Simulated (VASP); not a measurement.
Wanted: the native input for a VASP 6.6.1 run.

```
Task                   : single point
Functional             : r2SCAN
Potentials or basis    : VASP PAW PBE potentials, release 64 (Cd, F)
Cutoff                 : 520 eV
k mesh                 : 8 × 8 × 8
Occupations            : gaussian, width 0.02 eV
Spin                   : no spin polarisation
Dipole correction      : no
Further INCAR settings : ALGO = Normal; EDIFF = 1e-07; NBANDS = 20
```

Crystal: CdF2.

```
Cd F
1.0
     0.00000    2.54177    2.54177
     2.54177    0.00000    2.54177
     2.54177    2.54177    0.00000
Cd F
1 2
Direct
  0.00000 0.00000 0.00000
  0.25000 0.25000 0.25000
  0.75000 0.75000 0.75000
```

The input as run:

POSCAR

```
CdF2
1.0
    0.0000000000      2.5417668226      2.5417668226
    2.5417668226      0.0000000000      2.5417668226
    2.5417668226      2.5417668226      0.0000000000
Cd F
1 2
Direct
    0.0000000000      0.0000000000      0.0000000000
    0.2500000000      0.2500000000      0.2500000000
    0.7500000000      0.7500000000      0.7500000000
```

INCAR.step1

```
SYSTEM = CdF2
  PREC = Accurate
  ENCUT = 520
  ISMEAR = 0
  SIGMA = 0.02
  LREAL = .FALSE.
  LASPH = .TRUE.
  NELM = 60
  NBANDS = 20
  GGA = PE
  ALGO = Normal
  EDIFF = 1E-4
  LWAVE = .TRUE.
  LCHARG = .FALSE.
```

INCAR.step2

```
SYSTEM = CdF2
  PREC = Accurate
  ENCUT = 520
  EDIFF = 1E-7
  ISMEAR = 0
  SIGMA = 0.02
  LREAL = .FALSE.
  LASPH = .TRUE.
  NELM = 60
  ALGO = Normal
  ISIF = 2
  LWAVE = .FALSE.
  LCHARG = .FALSE.
  METAGGA = R2SCAN
  LMIXTAU = .TRUE.
  NBANDS = 20
  ISTART = 1
```

KPOINTS

```
Automatic mesh
0
G
  8 8 8
  0 0 0
```

Potentials or basis: VASP PAW PBE potentials, release 64 (Cd, F).

The run is started by

```bash
$ cat potpaw_PBE.64/Cd/POTCAR potpaw_PBE.64/F/POTCAR > POTCAR
$ cp INCAR.step1 INCAR
$ mpirun -np 1 vasp_std > vasp.out
$ cp INCAR.step2 INCAR
$ mpirun -np 1 vasp_std > vasp.out
```

It gave:

| Quantity | Value |
| --- | --- |
| Pressure | 32.6 GPa |
| Band gap on the k mesh | 4.38 eV (least direct gap 4.60 eV) |

Caveat: the cell stands under pressure; the PAW data sets were made with another functional, which shifts forces and pressure a little.

Wall time 83 s on 1 thread of Intel Xeon 8259CL (shared host), peak memory 0.17 GiB.
